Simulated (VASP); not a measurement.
Input of a VASP 6.6.1 run:

Contents of INCAR:

```
ALGO     = Normal         # electronic algorithm
EDIFF    = 1E-7           # SCF threshold, eV
ENCUT    = 520            # plane-wave cutoff, eV
GGA      = PE             # functional
ISIF     = 2              # what is computed and relaxed
ISMEAR   = 0              # smearing method
LASPH    = T              # aspherical terms in the spheres
LCHARG   = F              # write CHGCAR
LREAL    = F              # projectors in reciprocal space
LWAVE    = F              # write WAVECAR
NBANDS   = 44             # bands
NELM     = 100            # most SCF steps
PREC     = Accurate       # precision mode
SIGMA    = 0.02           # smearing width, eV
```

KPOINTS

```
k-points
0
Gamma
  6 6 6
```

The input POSCAR:

```
SiO2
1.0
   -4.5032418076      4.5032418076      2.6374980012
    4.5032418076     -4.5032418076      2.6374980012
    4.5032418076      4.5032418076     -2.6374980012
Si O
4 8
Direct
    0.6769686865      0.6769686865      0.3539373731
    0.3230313135      0.3230313135      0.6460626269
    0.3230313135      0.6769686865      0.0000000000
    0.6769686865      0.3230313135      0.0000000000
    0.5000000000      0.5000000000      0.5000000000
    0.0000000000      0.0000000000      0.5000000000
    0.5000000000      0.7095813097      0.2095813097
    0.7095813097      0.5000000000      0.2095813097
    0.2904186903      0.5000000000      0.7904186903
    0.5000000000      0.2904186903      0.7904186903
    0.0000000000      0.5000000000      0.0000000000
    0.5000000000      0.0000000000      0.0000000000
```

Potentials or basis: VASP PAW PBE potentials, release 64 (Si, O).

The run is started by

```console
$ cat potpaw_PBE.64/Si/POTCAR potpaw_PBE.64/O/POTCAR > POTCAR
$ mpirun -np 1 vasp_std > vasp.out
```

Q: Estimate the pressure.

A: 0.1 GPa.

Q: What does it give for the band gap on the k mesh?

A: 5.36 eV.

Q: Estimate the largest force.

A: 0.026 eV/Å.

Forces in eV/Å, atoms in the order of the input:
```
Si   0.018  0.018  0.000
Si  -0.018 -0.018  0.000
Si   0.018 -0.018  0.000
Si  -0.018  0.018  0.000
O    0.000  0.000  0.000
O    0.000  0.000  0.000
O   -0.015  0.000  0.000
O    0.000 -0.015  0.000
O    0.000  0.015  0.000
O    0.015  0.000  0.000
O    0.000  0.000  0.000
O    0.000  0.000  0.000
```

A k mesh can miss the band edges.
